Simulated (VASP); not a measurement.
A run of VASP 6.6.1:

Contents of INCAR:

```
PREC     = Accurate       # precision mode
ENCUT    = 500            # plane-wave cutoff, eV
EDIFF    = 1E-6           # SCF threshold, eV
ISMEAR   = 0              # smearing method
SIGMA    = 0.01           # smearing width, eV
LREAL    = F              # projectors in reciprocal space
LASPH    = T              # aspherical terms in the spheres
NELM     = 120            # most SCF steps
ALGO     = Normal         # electronic algorithm
ISIF     = 2              # what is computed and relaxed
LWAVE    = F              # write WAVECAR
LCHARG   = F              # write CHGCAR
GGA      = PE             # functional
NBANDS   = 17             # bands
GGA_COMPAT= F
```

The input KPOINTS:

```
regular mesh
0
Gamma
  7 7 7
```

Contents of POSCAR:

```
PbS
1.0
    0.0000000000      2.9657500000      2.9657500000
    2.9657500000      0.0000000000      2.9657500000
    2.9657500000      2.9657500000      0.0000000000
Pb S
1 1
Direct
    0.0000000000      0.0000000000      0.0000000000
    0.5000000000      0.5000000000      0.5000000000
```

Potentials or basis: VASP PAW PBE potentials, release 64 (Pb_d, S).

Launch:

```console
$ cat potpaw_PBE.64/Pb_d/POTCAR potpaw_PBE.64/S/POTCAR > POTCAR
$ mpirun -np 1 vasp_std > vasp.out
```

Hardware: 1 thread of Intel(R) Xeon(R) 6975P-C (Granite Rapids), with other jobs on the host.

How long does it take, and how much memory?

It took 7 s on 1 thread of Intel(R) Xeon(R) 6975P-C (Granite Rapids) (shared host), peak memory 0.17 GiB. Counts: scf iterations 12, k points 20.
